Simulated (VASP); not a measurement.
# LiF (zincblende type) (F-43m) in VASP: a series of runs, part 2 of 2

VASP 6.6.1.

## (4) Density of states, PBE

This run uses another cell than the first one, of 10.40 Å³/atom, 0.980 times its volume.

The input, POSCAR:

```
LiF
1.0
    0.0000000000      2.1825652598      2.1825652598
    2.1825652598      0.0000000000      2.1825652598
    2.1825652598      2.1825652598      0.0000000000
Li F
1 1
Direct
    0.0000000000      0.0000000000      0.0000000000
    0.2500000000      0.2500000000      0.2500000000
```

The input, INCAR.step1:

```
SYSTEM = LiF
PREC     = Accurate       ! precision mode
ENCUT    = 520            ! plane-wave cutoff, eV
EDIFF    = 1E-7           ! SCF threshold, eV
ISMEAR   = -1             ! smearing method
SIGMA    = 0.03           ! smearing width, eV
LREAL    = .False.        ! projectors in reciprocal space
LASPH    = .True.         ! aspherical terms in the spheres
NELM     = 80             ! most SCF steps
ALGO     = Normal         ! electronic algorithm
ISIF     = 2              ! what is computed and relaxed
LWAVE    = .False.        ! write WAVECAR
LCHARG   = .True.         ! write CHGCAR
GGA      = PE             ! functional
NBANDS   = 12             ! bands
```

The input, KPOINTS.step1:

```
regular mesh
0
Gamma
  16 16 16
  0 0 0
```

The input, INCAR.step2:

```
SYSTEM = LiF
PREC     = Accurate       ! precision mode
ENCUT    = 520            ! plane-wave cutoff, eV
EDIFF    = 1E-7           ! SCF threshold, eV
ISMEAR   = -5             ! smearing method
SIGMA    = 0.03           ! smearing width, eV
LREAL    = .False.        ! projectors in reciprocal space
LASPH    = .True.         ! aspherical terms in the spheres
NELM     = 80             ! most SCF steps
ALGO     = Normal         ! electronic algorithm
ISIF     = 2              ! what is computed and relaxed
LWAVE    = .False.        ! write WAVECAR
LCHARG   = .False.        ! write CHGCAR
GGA      = PE             ! functional
LORBIT   = 10             ! projections on sites
NBANDS   = 12             ! bands
NEDOS    = 1001           ! points of the DOS
ICHARG   = 11             ! starting density
```

The input, KPOINTS.step2:

```
regular mesh
0
Gamma
  24 24 24
  0 0 0
```

Started as:

```
$ cat potpaw_PBE.64/Li_sv/POTCAR potpaw_PBE.64/F/POTCAR > POTCAR
$ cp INCAR.step1 INCAR
$ cp KPOINTS.step1 KPOINTS
$ mpirun -np 1 vasp_std > vasp.out
$ cp INCAR.step2 INCAR
$ cp KPOINTS.step2 KPOINTS
$ mpirun -np 1 vasp_std > vasp.out
```

It took 59 s on 1 thread of Intel Xeon Platinum 8259CL at 2.50GHz (Skylake/Cascade Lake), shared host; peak memory 0.2 GiB.

Results (log left out):

| Property | Result |
| --- | --- |
| Valence electrons inside the program's atomic spheres | Li 2.08; F 6.13 |

Levels at points of the mesh, in eV from the valence-band top:
```csv
k point,band 2,band 3,band 4,band 5,band 6,band 7,band 8,band 9
"(0.00, 0.00, 0.00)",-19.26,0.00,0.00,0.00,7.64,19.04,19.04,19.04
"(0.50, 0.00, 0.00)",-19.09,-1.86,-0.24,-0.24,11.63,14.48,18.69,18.69
"(0.50, 0.50, 0.00)",-19.04,-1.32,-0.74,-0.74,10.43,15.58,18.94,18.94
```

Caveat: the cutoff is under 1.25 times the usual one of these potentials, so pressure, stress and relaxed cells hold a basis-set (Pulay) error.

## (5) Electric field gradients, LDA

This run uses another cell than the first one, of 10.40 Å³/atom, 0.980 times its volume.

The input, INCAR:

```
ALGO     = Normal         # electronic algorithm
EDIFF    = 1E-8           # SCF threshold, eV
ENCUT    = 520            # plane-wave cutoff, eV
GGA      = CA             # functional
ISIF     = 2              # what is computed and relaxed
ISMEAR   = -1             # smearing method
LASPH    = T              # aspherical terms in the spheres
LCHARG   = F              # write CHGCAR
LEFG     = T            
LREAL    = F              # projectors in reciprocal space
LWAVE    = F              # write WAVECAR
NBANDS   = 12             # bands
NELM     = 60             # most SCF steps
PREC     = Accurate       # precision mode
SIGMA    = 0.03           # smearing width, eV
```

The input, KPOINTS:

```
k-points
0
Gamma
  16 16 16
```

POSCAR is that of step 4.

Potentials or basis: VASP PAW LDA potentials, release 64 (Li_sv, F).

Started as:

```
$ cat potpaw_LDA.64/Li_sv/POTCAR potpaw_LDA.64/F/POTCAR > POTCAR
$ mpirun -np 1 vasp_std > vasp.out
```

OUTCAR:

```text
EDIFF = 1E-8
   ENCUT = 520
   GGA = CA
   ISIF = 2
   ISMEAR = -1
   LASPH = T
   LREAL = F
   NELM = 60
   PREC = Accurate

 ion  position               nearest neighbor table
   1  0.000  0.000  0.000-   2 1.89   2 1.89   2 1.89   2 1.89
   2  0.250  0.250  0.250-   1 1.89   1 1.89   1 1.89   1 1.89

  LATTYP: Found a face centered cubic cell.
 ALAT       =     4.3651305196

  Lattice vectors:

 A1 = (   0.0000000000,   2.1825652598,   2.1825652598)
 A2 = (   2.1825652598,   0.0000000000,   2.1825652598)
 A3 = (   2.1825652598,   2.1825652598,   0.0000000000)

Analysis of symmetry for initial positions (statically):
=====================================================================
 Subroutine PRICEL returns:
 Original cell was already a primitive cell.

 Routine SETGRP: Setting up the symmetry group for a
 face centered cubic supercell.

 Subroutine GETGRP returns: Found 24 space group operations
 (whereof 24 operations were pure point group operations)
 out of a pool of 48 trial point group operations.

The static configuration has the point symmetry T_d .

Analysis of symmetry for dynamics (positions and initial velocities):
=====================================================================
 Subroutine PRICEL returns:
 Original cell was already a primitive cell.

 Routine SETGRP: Setting up the symmetry group for a
 face centered cubic supercell.

 Subroutine GETGRP returns: Found 24 space group operations
 (whereof 24 operations were pure point group operations)
 out of a pool of 48 trial point group operations.

The dynamic configuration has the point symmetry T_d .

 Subroutine INISYM returns: Found 24 space group operations
 (whereof 24 operations are pure point group operations),
 and found     1 'primitive' translations

----------------------------------------------------------------------------------------

                                     Primitive cell

  volume of cell :      20.7937

  direct lattice vectors                    reciprocal lattice vectors
     0.000000000  2.182565260  2.182565260    -0.229088224  0.229088224  0.229088224
     2.182565260  0.000000000  2.182565260     0.229088224 -0.229088224  0.229088224
     2.182565260  2.182565260  0.000000000     0.229088224  0.229088224 -0.229088224

  length of vectors
     3.086613391  3.086613391  3.086613391     0.396792444  0.396792444  0.396792444

  position of ions in fractional coordinates (direct lattice)
     0.000000000  0.000000000  0.000000000
     0.250000000  0.250000000  0.250000000

  ion indices of the primitive-cell ions
   primitive index   ion index
                 1           1
                 2           2

----------------------------------------------------------------------------------------

 KPOINTS: k-points

Automatic generation of k-mesh.
 Grid dimensions read from file:
 generate k-points for:   16   16   16

 Generating k-lattice:

[... 74 lines left out ...]
   EMIN   =  10.00;   EMAX   =-10.00  energy-range for DOS
   EFERMI =   0.00;   METHOD = LEGACY
   ISMEAR =    -1;   SIGMA  =   0.03  broadening in eV -4-tet -1-fermi 0-gaus
   EFERMI_NEDOS =   21; number of points for ismear=-14 and -15
   IALGO  =     38    algorithm
   IMIX   =      4    mixing-type and parameters
     AMIX     =   0.40;   BMIX     =  1.00
     AMIX_MAG =   1.60;   BMIX_MAG =  1.00
  volume/ion in A,a.u.               =      10.40        70.16
  Fermi-wavevector in a.u.,A,eV,Ry     =   1.282619  2.423798 22.383093  1.645111
  Thomas-Fermi vector in A             =   2.414920
   LORBIT       =      0    0 simple, 1 ext, 2 COOP (PROOUT), +10 PAW based schemes
   GGA     = CA    functional components
   LHFCALC =     F    Hartree Fock is set to
   AEXX    =    0.0000 exact exchange contribution
   IVDW    =     0    specifies the selected vdW correction
   LEPSILON=     F    determine dielectric tensor
   LRPA    =     F    only Hartree local field effects (RPA)
 non-spin polarized calculation
  energy-cutoff  :      520.00
  volume of cell :       20.79
 maximum number of plane-waves:       569
   NGX = 11   NGY = 11   NGZ = 11

 number of electron      10.0000000 magnetization

 number of electron       9.9999991 magnetization

 Free energy of the ion-electron system (eV)
  ---------------------------------------------------
  ext. energy  EPLUGINS =         0.00000000
  ---------------------------------------------------
  free energy    TOTEN  =       -10.34062685 eV

  energy without entropy =      -10.34062685  energy(sigma->0) =      -10.34062685

 E-fermi :  -2.2655     XC(G=0):  -9.3376

 val. band max:       -3.0695706654   @ k =   0.0000   0.0000   0.0000
 cond. band min:       4.2517192969   @ k =   0.0000   0.0000   0.0000
 fundamental gap:      7.3212899623
 Fermi energy:        -2.2654949905

 k-point     1 :       0.0000    0.0000    0.0000
  band No.  band energies     occupation
      1     -42.4134      2.00000
      2     -21.9020      2.00000
      3      -3.0696      2.00000
      4      -3.0696      2.00000
      5      -3.0696      2.00000
      6       4.2517      0.00000
      7      15.5052      0.00000
      8      15.5052      0.00000
      9      15.5052      0.00000
     10      23.9074      0.00000
     11      23.9074      0.00000
     12      23.9074      0.00000
[... 331 lines left out ...]
 k-point    24 :      -0.0625    0.0625    0.0000
  band No.  band energies     occupation
      1     -42.4099      2.00000
      2     -21.8857      2.00000
      3      -3.2762      2.00000
      4      -3.1305      2.00000
      5      -3.0795      2.00000
      6       4.5400      0.00000
      7      15.3641      0.00000
      8      15.3921      0.00000
      9      15.6382      0.00000
     10      22.1601      0.00000
     11      22.2133      0.00000
     12      24.4990      0.00000

 [... further k-points ...]
[... 5 lines left out ...]
  --------------------------------------------------------------------------------------
  -------------------------------------------------------------------------------------
  Total       -0.7701123     -0.7701123     -0.7701123     -0.0000000      0.0000000     -0.0000000
  in kB      -59.3380041    -59.3380041    -59.3380041     -0.0000000      0.0000000     -0.0000000
  external PRESSURE =     -59.3380041 kB  Pullay stress =       0.0000000 kB

 VOLUME and BASIS-vectors are now :
 -----------------------------------------------------------------------------
  energy-cutoff  :      520.00
  volume of cell :       20.79
      direct lattice vectors                 reciprocal lattice vectors
     0.000000000  2.182565260  2.182565260    -0.229088224  0.229088224  0.229088224
     2.182565260  0.000000000  2.182565260     0.229088224 -0.229088224  0.229088224
     2.182565260  2.182565260  0.000000000     0.229088224  0.229088224 -0.229088224

 POSITION                                       TOTAL-FORCE (eV/Angst)
 -----------------------------------------------------------------------------------
      0.00000      0.00000      0.00000        -0.000000      0.000000      0.000000
      1.09128      1.09128      1.09128         0.000000     -0.000000     -0.000000
 -----------------------------------------------------------------------------------
    total drift:                               -0.000000     -0.000000     -0.000000

  FREE ENERGIE OF THE ION-ELECTRON SYSTEM (eV)
  ---------------------------------------------------
  free  energy   TOTEN  =       -10.3406268511 eV

  energy  without entropy=      -10.3406268511  energy(sigma->0) =      -10.34062685

 Electric field gradients (V/A^2)
---------------------------------------------------------------------
 ion       V_xx      V_yy      V_zz      V_xy      V_xz      V_yz
---------------------------------------------------------------------
   1       0.000    -0.000    -0.000     0.000     0.000     0.000
   2       0.000    -0.000    -0.000    -0.002    -0.002    -0.002
---------------------------------------------------------------------

 Electric field gradients after diagonalization (V/A^2)
 (convention: |V_zz| > |V_xx| > |V_yy|)
----------------------------------------------------------------------
 ion       V_xx      V_yy      V_zz     asymmetry (V_yy - V_xx)/ V_zz
----------------------------------------------------------------------
   1      -0.000    -0.000     0.000       0.000
   2       0.002     0.002    -0.004       0.000
----------------------------------------------------------------------

           NMR quadrupolar parameters

 Cq : quadrupolar parameter    Cq=e*Q*V_zz/h
 eta: asymmetry parameters     (V_yy - V_xx)/ V_zz
 Q  : nuclear electric quadrupole moment in mb (millibarn)
----------------------------------------------------------------------
 ion       Cq(MHz)       eta       Q (mb)
----------------------------------------------------------------------
   1       0.000       0.000       1.000
   2      -0.000       0.000       1.000
----------------------------------------------------------------------
```

Wall time 19 s (1 thread of Intel Xeon Platinum 8488C (Sapphire Rapids), shared host); peak memory 0.14 GiB.

Results:

```
Free energy            : -10.3406 eV
Band gap on the k mesh : 7.32 eV, direct
```

Caveat: the cutoff is under 1.25 times the usual one of these potentials, so pressure, stress and relaxed cells hold a basis-set (Pulay) error; without QUAD_EFG the Cq values of the log hold for a quadrupole moment of 1 mb, not for the nuclei. A hybrid or GW would open this gap; LDA tends to underestimate it.

## (6) The runs side by side

| task | level | potentials or basis | cell | k mesh for the DOS | occupations for the DOS | gap on the mesh (eV) |
| --- | --- | --- | --- | --- | --- | --- |
| electric field gradients | PBE | VASP PAW PBE potentials, release 64 (Li_sv, F) | a = 3.107 Å, angles 60.0°, 2 atoms | - | - | 7.53 |
| electric field gradients | PBE | VASP PAW PBE potentials, release 64 (Li_sv, F) | a = 3.127 Å, angles 60.0°, 2 atoms | - | - | 7.43 |
| density of states | PBE | VASP PAW PBE potentials, release 64 (Li_sv, F) | a = 3.087 Å, angles 60.0°, 2 atoms | 24 × 24 × 24 | tetrahedron | - |
| electric field gradients | LDA | VASP PAW LDA potentials, release 64 (Li_sv, F) | a = 3.087 Å, angles 60.0°, 2 atoms | - | - | 7.32 |

Alike in all rows: no spin polarisation; k mesh 16 × 16 × 16; cutoff (eV) 520; smearing fermi-dirac 0.03 eV.

Caveats: the cutoff is under 1.25 times the usual one of these potentials, so pressure, stress and relaxed cells hold a basis-set (Pulay) error.

Total energies depend on the potentials used, so only differences within one code and one set of settings carry meaning.
